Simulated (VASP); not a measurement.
# Al30Cu (a cell with a defect): single point with PBE+D3(BJ)

The system is Al30Cu (a cell with a defect).

```xyz
31
Lattice="8.1000 0.0000 0.0000 0.0000 8.1000 0.0000 0.0000 0.0000 8.1000" Properties=species:S:1:pos:R:3 pbc="T T T"
Al    4.0510    0.0084    0.0077
Al    6.0950    2.0255    0.0147
Al    6.0949    0.0155    2.0248
Al    0.0010    0.0296    0.0289
Al    2.0071    2.0255    0.0148
Al    4.0510    4.0671   -0.0238
Al    6.0691    6.0848    0.0073
Al    2.0071    0.0154    2.0248
Al    4.0510    2.0185    2.0178
Al    6.1008    4.0134    2.0300
Al    4.0510   -0.0231    4.0664
Al    6.1007    2.0307    4.0127
Al    6.0691    0.0080    6.0840
Al    0.0010    4.0234    0.0112
Al    2.0329    6.0847    0.0073
Al    2.0012    4.0134    2.0300
Al    4.0510    6.0797    2.0380
Al    0.0010    0.0119    4.0226
Al    2.0012    2.0306    4.0127
Al    4.0510    4.0716    4.0710
Al    6.0852    6.0482    4.0799
Al    2.0329    0.0079    6.0841
Al    4.0510    2.0387    6.0790
Al    6.0852    4.0806    6.0475
Al    0.0010    6.0099    2.0820
Al    2.0167    6.0481    4.0799
Al    0.0010    2.0827    6.0091
Al    2.0168    4.0805    6.0475
Al    4.0510    6.0993    6.0986
Al    0.0010    6.0746    6.0739
Cu    0.0010    3.6927    3.6920
```

```
Program                : VASP 6.6.1
Task                   : single point
Functional             : PBE
Dispersion             : D3(BJ)
Potentials or basis    : VASP PAW PBE potentials, release 64 (Al, Cu)
Cutoff                 : 520 eV
k mesh                 : 3 × 3 × 3
Occupations            : gaussian, width 0.1 eV
Spin                   : no spin polarisation
Dipole correction      : no
Further INCAR settings : LREAL = Auto; ALGO = Normal; EDIFF = 1e-07; NBANDS = 72
```

| Quantity | Value |
| --- | --- |
| Pressure | -5.2 GPa |
| Largest force | 0.394 eV/Å |
| Band gap on the k mesh | zero (an odd number of electrons rules out a gap without spin polarisation) |
| Dispersion energy per atom | -0.325 eV |

Forces on the atoms (eV/Å):
```
Al   0.001 -0.003 -0.004
Al   0.007 -0.007 -0.006
Al   0.007 -0.006 -0.006
Al   0.000 -0.010 -0.009
Al  -0.007 -0.006 -0.008
Al   0.000  0.000 -0.013
Al  -0.014 -0.003 -0.009
Al  -0.008 -0.007 -0.006
Al   0.001 -0.007 -0.008
Al   0.039 -0.020 -0.005
Al  -0.001 -0.013 -0.001
Al   0.040 -0.006 -0.020
Al  -0.014 -0.009 -0.003
Al   0.000 -0.001 -0.029
Al   0.015 -0.003 -0.010
Al  -0.039 -0.020 -0.006
Al   0.001 -0.020  0.002
Al   0.000 -0.028 -0.001
Al  -0.039 -0.005 -0.020
Al   0.000 -0.012 -0.011
Al  -0.001 -0.019 -0.011
Al   0.014 -0.010 -0.003
Al   0.001  0.002 -0.020
Al  -0.002 -0.011 -0.019
Al  -0.001  0.000 -0.021
Al   0.001 -0.018 -0.010
Al  -0.001 -0.021  0.001
Al   0.001 -0.011 -0.019
Al   0.000 -0.004 -0.005
Al  -0.001  0.000  0.000
Cu   0.000  0.279  0.279
```

Stress tensor (GPa, compression positive):
```
-4.75  0.00  0.00
 0.00 -5.43  0.01
 0.00  0.01 -5.43
```

Levels at points of the mesh, in eV from the Fermi level:
| k point | band 47 | band 48 | band 49 | band 50 | band 51 | band 52 | band 53 | band 54 | band 55 | band 56 |
| --- | --- | --- | --- | --- | --- | --- | --- | --- | --- | --- |
| (0.00, 0.00, 0.00) | -0.32 | -0.13 | -0.12 | -0.01 | 0.59 | 0.68 | 0.68 | 0.68 | 0.78 | 0.82 |

Run time: 12 min on 1 thread of Intel(R) Xeon(R) Platinum 8488C (Sapphire Rapids) (shared host), peak memory 0.67 GiB.
